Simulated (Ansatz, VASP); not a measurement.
ZnS in VASP and in Ansatz

```
Zn S
1.0
     3.80696    0.00000    0.00000
    -1.90348    3.29692    0.00000
     0.00000    0.00000    6.24663
Zn S
2 2
Direct
  0.33333 0.66667 0.99093
  0.66667 0.33333 0.49093
  0.33333 0.66667 0.38407
  0.66667 0.33333 0.88407
```

Change from the starting cell: polar distortion scaled by 0.85.

Alike in both runs: task single point; functional r2SCAN; k mesh 9 × 9 × 4; no spin polarisation.

|  | VASP | Ansatz |
| --- | --- | --- |
| version | VASP 6.6.1 | Ansatz 0.2.0 |
| potentials or method | VASP PAW PBE potentials, release 64 (Zn, S), cutoff 520 eV | scalar-relativistic, plane waves, PAW |
| occupations | gaussian, width 0.01 eV | fixed |
| valence electrons in the cell | 36 | 36 |

Ansatz gave:

| Quantity | Value |
| --- | --- |
| gap on the k mesh at the Fermi level (eV) | 2.82 |
| least direct gap on the mesh (eV) | 2.82 |
| pressure (GPa) | 0.5 |
| traceless stress, the component that is largest in VASP (GPa) | -2.42 |
| rms of the force components (eV/Å) | 0.295 |

Question: Estimate VASP's values.

Answer: gap on the k mesh at the Fermi level (eV): 2.83; least direct gap on the mesh (eV): 2.83; pressure (GPa): 0.5; traceless stress, the component that is largest in VASP (GPa): -2.49; rms of the force components (eV/Å): 0.297.

VASP's potentials were made for PBE, not for r2SCAN. Atom by atom the forces differ by 0.002 eV/Å (rms over components).
